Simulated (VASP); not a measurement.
# Ru (I4_1/amd) in VASP: relaxation of cell and atoms with PBEsol

Aim: the relaxation of cell and atoms of Ru with PBEsol.

Everything below comes from runs of VASP 6.6.1. Logs are shortened: lines on timing, memory, paths and dates and some standing lists are left out, and cuts for length are marked.

## (1) The cell of the first run

The structure is tetragonal, space group I4_1/amd (No. 141). The conventional cell has a = 4.223 Å, b = 4.223 Å, c = 2.277 Å, α = 90.00°, β = 90.00°, γ = 90.00°. Within 2.9 Å of Ru (site symmetry -4m2) lie 10 Ru at 2.19 to 2.72 Å.

## (2) Relaxation of cell and atoms, PBEsol, target pressure 240 GPa, at which the enthalpy is minimised

INCAR

```
ALGO = Normal ; EDIFF = 1E-7
EDIFFG = -0.005 ; ENCUT = 600
GGA = PS ; IBRION = 2
ISIF = 3 ; ISMEAR = -1
LASPH = True ; LCHARG = False
LREAL = False ; LWAVE = False
NELM = 60 ; NSW = 32
PREC = Accurate ; PSTRESS = 2400.0
SIGMA = 0.05
```

KPOINTS

```
k-points
0
Gamma
  19 19 19
```

POSCAR

```
Ru
1.0
   -2.1114203531      2.1114203531      1.1383197302
    2.1114203531     -2.1114203531      1.1383197302
    2.1114203531      2.1114203531     -1.1383197302
Ru
2
Direct
   -0.3750000000     -0.1250000000     -0.2500000000
    0.3750000000      0.1250000000      0.2500000000
```

Potentials or basis: VASP PAW PBE potentials, release 64 (Ru_pv).

On the command line:

```console
cat potpaw_PBE.64/Ru_pv/POTCAR > POTCAR
mpirun -np 1 vasp_std > vasp.out
```

OUTCAR:

```text
EDIFF = 1E-7
   EDIFFG = -0.005
   ENCUT = 600
   GGA = PS
   IBRION = 2
   ISIF = 3
   ISMEAR = -1
   LASPH = True
   LREAL = False
   NELM = 60
   NSW = 32
   PREC = Accurate
   PSTRESS = 2400.0

 ion  position               nearest neighbor table
   1  0.625  0.875  0.750-   2 2.19   2 2.19   2 2.19   2 2.19   2 2.72   2 2.72   2 2.72   2 2.72

   2  0.375  0.125  0.250-   1 2.19   1 2.19   1 2.19   1 2.19   1 2.72   1 2.72   1 2.72   1 2.72

  LATTYP: Found a body centered tetragonal cell.
 ALAT       =     4.2228407062
 C/A-ratio  =     0.5391251100

  Lattice vectors:

 A1 = (  -2.1114203531,   2.1114203531,   1.1383197302)
 A2 = (   2.1114203531,  -2.1114203531,   1.1383197302)
 A3 = (   2.1114203531,   2.1114203531,  -1.1383197302)

Analysis of symmetry for initial positions (statically):
=====================================================================
 Subroutine PRICEL returns:
 Original cell was already a primitive cell.

 Routine SETGRP: Setting up the symmetry group for a
 body centered tetragonal supercell.

 Subroutine GETGRP returns: Found 16 space group operations
 (whereof  4 operations were pure point group operations)
 out of a pool of 16 trial point group operations.

The static configuration has the point symmetry C_2h.
 The point group associated with its full space group is D_4h.

Analysis of symmetry for dynamics (positions and initial velocities):
=====================================================================
 Subroutine PRICEL returns:
 Original cell was already a primitive cell.

 Routine SETGRP: Setting up the symmetry group for a
 body centered tetragonal supercell.

 Subroutine GETGRP returns: Found 16 space group operations
 (whereof  4 operations were pure point group operations)
 out of a pool of 16 trial point group operations.

The dynamic configuration has the point symmetry C_2h.
 The point group associated with its full space group is D_4h.

 Subroutine INISYM returns: Found 16 space group operations
 (whereof  4 operations are pure point group operations),
 and found     1 'primitive' translations

----------------------------------------------------------------------------------------

                                     Primitive cell

  volume of cell :      20.2990

  direct lattice vectors                    reciprocal lattice vectors
[... 93 lines left out ...]
   ISIF   =      3    stress and relaxation
   ISYM   =      2    0-nonsym 1-usesym 2-fastsym
   POTIM  = 0.5000    time-step for ionic-motion
   TEBEG  =    0.0;   TEEND  =   0.0 temperature during run
   PSTRESS= 2400.0 pullay stress
   NELECT =      28.0000    total number of electrons
   NUPDOWN=      -1.0000    fix difference up-down
   EMIN   =  10.00;   EMAX   =-10.00  energy-range for DOS
   EFERMI =   0.00;   METHOD = LEGACY
   ISMEAR =    -1;   SIGMA  =   0.05  broadening in eV -4-tet -1-fermi 0-gaus
   EFERMI_NEDOS =   21; number of points for ismear=-14 and -15
   IALGO  =     38    algorithm
   IMIX   =      4    mixing-type and parameters
     AMIX     =   0.40;   BMIX     =  1.00
     AMIX_MAG =   1.60;   BMIX_MAG =  1.00
  volume/ion in A,a.u.               =      10.15        68.49
  Fermi-wavevector in a.u.,A,eV,Ry     =   1.822369  3.443778 45.185333  3.321028
  Thomas-Fermi vector in A             =   2.878538
   LORBIT       =      0    0 simple, 1 ext, 2 COOP (PROOUT), +10 PAW based schemes
   GGA     = PS    functional components
   LHFCALC =     F    Hartree Fock is set to
   AEXX    =    0.0000 exact exchange contribution
   IVDW    =     0    specifies the selected vdW correction
   LEPSILON=     F    determine dielectric tensor
   LRPA    =     F    only Hartree local field effects (RPA)
 conjugate gradient relaxation of ions
 non-spin polarized calculation
  energy-cutoff  :      600.00
  volume of cell :       20.30
 maximum number of plane-waves:       697
 NGX is ok and might be reduce to    28
   NGX = 13   NGY = 13   NGZ = 13

--------------------------------------- Ionic step        1  -------------------------------------------

 number of electron      27.9999997 magnetization

 Free energy of the ion-electron system (eV)
  ---------------------------------------------------
  ext. energy  EPLUGINS =         0.00000000
  ---------------------------------------------------
  free energy    TOTEN  =       -13.26195441 eV

  energy without entropy =      -13.24289706  energy(sigma->0) =      -13.25242573

------------------------ aborting loop because EDIFF is reached ----------------------------------------

  FORCE on cell =-STRESS in cart. coord.  units (eV):
  Direction    XX          YY          ZZ          XY          YZ          ZX
  --------------------------------------------------------------------------------------
  -------------------------------------------------------------------------------------
  Total       31.0540626     31.0540626     30.8369522      0.0000000      0.0000000     -0.0000000
  in kB     2451.0679150   2451.0679150   2433.9315920      0.0000000      0.0000000     -0.0000000
  external PRESSURE =      45.3558073 kB  Pullay stress =    2400.0000000 kB
[... 291 lines left out ...]
--------------------------------------- Ionic step        9  -------------------------------------------

 number of electron      27.9999998 magnetization

 Free energy of the ion-electron system (eV)
  ---------------------------------------------------
  ext. energy  EPLUGINS =         0.00000000
  ---------------------------------------------------
  free energy    TOTEN  =       -13.37779374 eV

  energy without entropy =      -13.35884006  energy(sigma->0) =      -13.36831690

 E-fermi :  18.9585     XC(G=0): -16.0172

 val. band max:       18.9581204758   @ k =  -0.3684  -0.3684   0.1579
 cond. band min:      18.9605127521   @ k =  -0.3158  -0.3684   0.1579
 fundamental gap:      0.0023922763
 Fermi energy:        18.9584762213

 k-point     1 :       0.0000    0.0000    0.0000
  band No.  band energies     occupation
      1     -26.2859      2.00000
      2     -26.2859      2.00000
      3     -23.6134      2.00000
      4     -23.5786      2.00000
      5     -23.4679      2.00000
      6     -23.4679      2.00000
[... 481 lines left out ...]
      5     -23.8190      2.00000
      6     -23.4031      2.00000
[... 10 lines left out ...]
     17      23.0762      0.00000
     18      29.3412      0.00000

 [... further k-points ...]

------------------------ aborting loop because EDIFF is reached ----------------------------------------

  FORCE on cell =-STRESS in cart. coord.  units (eV):
  Direction    XX          YY          ZZ          XY          YZ          ZX
  --------------------------------------------------------------------------------------
  -------------------------------------------------------------------------------------
  Total       30.5215131     30.5215131     30.5215423      0.0000000     -0.0000000     -0.0000000
  in kB     2399.9861762   2399.9861762   2399.9884673      0.0000000     -0.0000000     -0.0000000
  external PRESSURE =      -0.0130601 kB  Pullay stress =    2400.0000000 kB
[... 21 lines left out ...]
  energy  without entropy=      -13.3588400601  energy(sigma->0) =      -13.36831690

  enthalpy is  TOTEN    =        17.1438952094 eV   P V=       30.5216889487

 reached required accuracy - stopping structural energy minimisation
```

CONTCAR:

```text
Ru
   1.00000000000000
    -2.1152757392493560    2.1152757392493560    1.1384499299132558
     2.1152757392493560   -2.1152757392493560    1.1384499299132558
     2.1152757392493560    2.1152757392493560   -1.1384499299132558
  Ru
     2
Direct
     0.6250000000000000    0.8750000000000000    0.7500000000000000
     0.3750000000000000    0.1250000000000000    0.2500000000000000

  0.00000000E+00  0.00000000E+00  0.00000000E+00
  0.00000000E+00  0.00000000E+00  0.00000000E+00
```

It took 11 min on 1 thread of Intel Xeon 6975P-C (Granite Rapids), shared host; peak memory 0.34 GiB.

What came out:

- Free energy: -13.3778 eV
- Relaxed volume: 10.19 Å³/atom
- Relaxed cell: a = 3.201 Å, b = 3.201 Å, c = 3.201 Å, α = 97.27°, β = 97.27°, γ = 138.33°
- Space group after relaxing (to 0.1 Å): I4_1/amd (No. 141)
- Energy change on relaxing (the run minimises the enthalpy): -57.9 meV/atom
- Ionic steps: 9
- Pressure after relaxing: 240.0 GPa
- Band gap on the k mesh: zero (bands 14 and 15 overlap by 2.88 eV)

Step by step:
| step | energy change (eV) | largest force (eV/Å) | pressure (GPa) | volume (Å³) |
| --- | --- | --- | --- | --- |
| 1 | 0.0000 | 0.0000 | 244.54 | 20.30 |
| 2 | -1.1783 | 0.0000 | 198.40 | 21.15 |
| 3 | -0.1220 | 0.0000 | 239.82 | 20.38 |
| 4 | -0.1195 | 0.0000 | 239.90 | 20.38 |
| 5 | -0.1172 | 0.0000 | 239.99 | 20.38 |
| 6 | -0.1095 | 0.0000 | 240.20 | 20.37 |
| 7 | -0.1137 | 0.0000 | 240.09 | 20.37 |
| 8 | -0.1312 | 0.0000 | 239.42 | 20.39 |
| 9 | -0.1158 | 0.0000 | 240.00 | 20.38 |

Final structure:
```
Ru
1.0
    -2.11528    2.11528    1.13845
     2.11528   -2.11528    1.13845
     2.11528    2.11528   -1.13845
Ru
2
Direct
  0.62500 0.87500 0.75000
  0.37500 0.12500 0.25000
```

Caveat: the cell is relaxed towards a set pressure, so the run minimises the enthalpy, not the energy; the PAW data sets were made with another functional, which shifts forces and pressure a little.
